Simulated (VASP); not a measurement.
Set up this calculation in VASP 6.6.1, as the native input.

```yaml
Task: single point
Functional: PBE
Potentials_or_basis: VASP PAW PBE potentials, release 64 (La, O)
Cutoff: 520 eV
k_mesh: 9 × 9 × 4
Occupations: gaussian, width 0.02 eV
Spin: no spin polarisation
Dipole_correction: no
Further_INCAR_settings: ALGO = Normal; EDIFF = 1e-06; NBANDS = 28
```

The structure of La2O3 lies in POSCAR:

```
La2O3
1.0
    3.8830241602      0.0000000000      0.0000000000
   -1.9415120801      3.3627975663      0.0000000000
    0.0000000000      0.0000000000      5.9511616141
La O
2 3
Direct
    0.6666666667      0.3333333333      0.7574613182
    0.3333333333      0.6666666667      0.2425386818
    0.6666666667      0.3333333333      0.3523770452
    0.3333333333      0.6666666667      0.6476229548
    0.0000000000      0.0000000000      0.0000000000
```

This cell differs from its parent crystal: strained cell.

One way to write it, as run:

INCAR

```
PREC = Accurate
ENCUT = 520
EDIFF = 1E-6
ISMEAR = 0
SIGMA = 0.02
LREAL = False
LASPH = True
NELM = 80
ALGO = Normal
ISIF = 2
LWAVE = False
LCHARG = False
GGA = PE
NBANDS = 28
```

KPOINTS

```
Automatic mesh
0
Gamma
  9 9 4
```

Potentials or basis: VASP PAW PBE potentials, release 64 (La, O).

Command:

```console
$ cat potpaw_PBE.64/La/POTCAR potpaw_PBE.64/O/POTCAR > POTCAR
$ mpirun -np 1 vasp_std > vasp.out
```

Results of the run:

- Pressure: 8.3 GPa
- Largest force: 0.017 eV/Å
- Band gap on the k mesh: 3.93 eV (least direct gap 3.97 eV)

Caveat: the cell differs from its parent crystal (strained cell); the cell stands under pressure; spin-orbit coupling is left out, which moves the levels of the heavy elements; an odd mesh through Γ misses points on the zone boundary, where band edges can lie.

Wall time 5.1 min on 1 thread of Intel Xeon 8259CL (shared host), peak memory 0.26 GiB.
